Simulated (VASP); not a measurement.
Here is a VASP 6.6.1 calculation.

The input INCAR:

```
SYSTEM = C
  PREC = Accurate
  ENCUT = 600
  EDIFF = 1E-6
  ISMEAR = 0
  SIGMA = 0.02
  LREAL = .False.
  LASPH = .True.
  NELM = 120
  ALGO = Normal
  ISIF = 2
  LWAVE = .False.
  LCHARG = .True.
  GGA = PE
  LELF = .True.
  LVHAR = .True.
  NBANDS = 11
  GGA_COMPAT = .False.
```

Contents of KPOINTS:

```
regular mesh
0
Gamma
  9 9 9
  0 0 0
```

The input POSCAR:

```
C
1.0
    0.0198051387      1.7788210906      1.7788210906
    1.7788210906      0.0198051387      1.7788210906
    1.7788210906      1.7788210906      0.0198051387
C
2
Direct
    0.0001450983      0.0001450983      0.0001450983
    0.2498549017      0.2498549017      0.2498549017
```

Potentials or basis: VASP PAW PBE potentials, release 64 (C).

Run with:

```bash
$ cat potpaw_PBE.64/C/POTCAR > POTCAR
$ mpirun -np 1 vasp_std > vasp.out
```

Q: Estimate the band gap on the k mesh.

A: 4.18 eV (least direct gap 5.30 eV).

Q: What does it give for the largest force?

A: 0.004 eV/Å.

Q: What does it give for the pressure?

A: 13.2 GPa.

Forces on the atoms (eV/Å):
```
C    0.002  0.002  0.002
C   -0.002 -0.002 -0.002
```

Caveat: the cell differs from its parent crystal (strained cell); the cell stands under pressure; an odd mesh through Γ misses points on the zone boundary, where band edges can lie.
